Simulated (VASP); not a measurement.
Crystal: In3GaP4.

```xyz
8
Lattice="5.5956 0.0000 0.0000 0.0000 5.5956 0.0000 0.0000 0.0000 5.5956" Properties=species:S:1:pos:R:3 pbc="T T T"
In    0.0000    0.0000    2.7978
In    0.0000    2.7978    0.0000
In    2.7978    0.0000    0.0000
Ga    2.7978    2.7978    2.7978
P     1.3989    1.3989    1.3989
P     1.3989    4.1967    4.1967
P     4.1967    1.3989    4.1967
P     4.1967    4.1967    1.3989
```

| Property | Result |
| --- | --- |
| Program | VASP 6.6.1 |
| Task | relaxation of cell and atoms |
| Functional | PBE |
| Potentials or basis | VASP PAW PBE potentials, release 64 (In_d, Ga_d, P) |
| Cutoff | 600 eV |
| k mesh | 4 × 4 × 4 |
| Occupations | gaussian, width 0.1 eV |
| Spin | no spin polarisation |

At the start: pressure 12.1 GPa; volume 21.90 Å³/atom.

Where does the relaxation end?

Over 8 steps the energy falls by 138.9 meV/atom and the volume is 25.01 Å³/atom (+14.2 %); space group P-43m (No. 215, to 0.1 Å) before and after.

The path:
| step | energy change (eV) | largest force (eV/Å) | pressure (GPa) | volume (Å³) |
| --- | --- | --- | --- | --- |
| 1 | 0.0000 | 1.5316 | 12.08 | 175.21 |
| 2 | -0.7463 | 0.2039 | -4.83 | 220.49 |
| 3 | -1.0344 | 0.5745 | -0.64 | 202.55 |
| 4 | -1.0343 | 0.5894 | -0.47 | 201.97 |
| 5 | -1.0878 | 0.3442 | -0.16 | 200.48 |
| 6 | -1.1108 | 0.0077 | 0.30 | 198.67 |
| 7 | -1.1108 | 0.0239 | 0.27 | 198.75 |
| 8 | -1.1113 | 0.0117 | -0.15 | 200.07 |

Final structure:
```
CELL_PARAMETERS angstrom
5.84874 0.00000 0.00000
0.00000 5.84874 0.00000
0.00000 0.00000 5.84874
ATOMIC_POSITIONS crystal
In 0.00000 0.00000 0.50000
In 0.00000 0.50000 0.00000
In 0.50000 0.00000 0.00000
Ga 0.50000 0.50000 0.50000
P 0.26090 0.26090 0.26090
P 0.26090 0.73910 0.73910
P 0.73910 0.26090 0.73910
P 0.73910 0.73910 0.26090
```

Caveat: semilocal functionals underestimate gaps, and a narrow one can read as zero; spin-orbit coupling is left out, which moves the levels of the heavy elements.
